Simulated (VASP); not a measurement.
Input of a VASP 6.6.1 run:

The input INCAR:

```
SYSTEM = NaLi5
ALGO = Fast ; EDIFF = 1E-6
ENCUT = 520 ; GGA = PE
ISIF = 2 ; ISMEAR = 0
LASPH = .TRUE. ; LCHARG = .FALSE.
LREAL = .FALSE. ; LWAVE = .FALSE.
NBANDS = 20 ; NELM = 80
PREC = Accurate ; SIGMA = 0.1
```

KPOINTS

```
k-points
0
G
  8 8 8
  0 0 0
```

File POSCAR:

```
NaLi5
1.0
    2.6596391000     -5.0476534000      0.0000000000
    2.6596391000      5.0476534000      0.0000000000
   -0.0258025000      0.0000000000      5.1448711000
Na Li
1 5
Direct
    0.0286040000      0.0286040000      0.0002690000
    0.6968970000      0.3582520000      0.0001990000
    0.3582520000      0.6968970000      0.0001990000
    0.9679750000      0.3259610000      0.5002100000
    0.3259610000      0.9679750000      0.5002100000
    0.6239050000      0.6239050000      0.5001740000
```

Potentials or basis: VASP PAW PBE potentials, release 64 (Na_pv, Li_sv).

The run is started by

```console
$ cat potpaw_PBE.64/Na_pv/POTCAR potpaw_PBE.64/Li_sv/POTCAR > POTCAR
$ mpirun -np 1 vasp_std > vasp.out
```

Problem. Predict the largest force.

Solution. 0.003 eV/Å.

Problem. Estimate the band gap on the k mesh.

Solution. Zero (bands 11 and 12 overlap by 2.67 eV).

Forces in eV/Å, atoms in the order of the input:
```
Na   0.000  0.000 -0.001
Li  -0.002  0.001  0.000
Li  -0.002 -0.001  0.000
Li   0.000 -0.002  0.001
Li   0.000  0.002  0.001
Li   0.003  0.000 -0.001
```
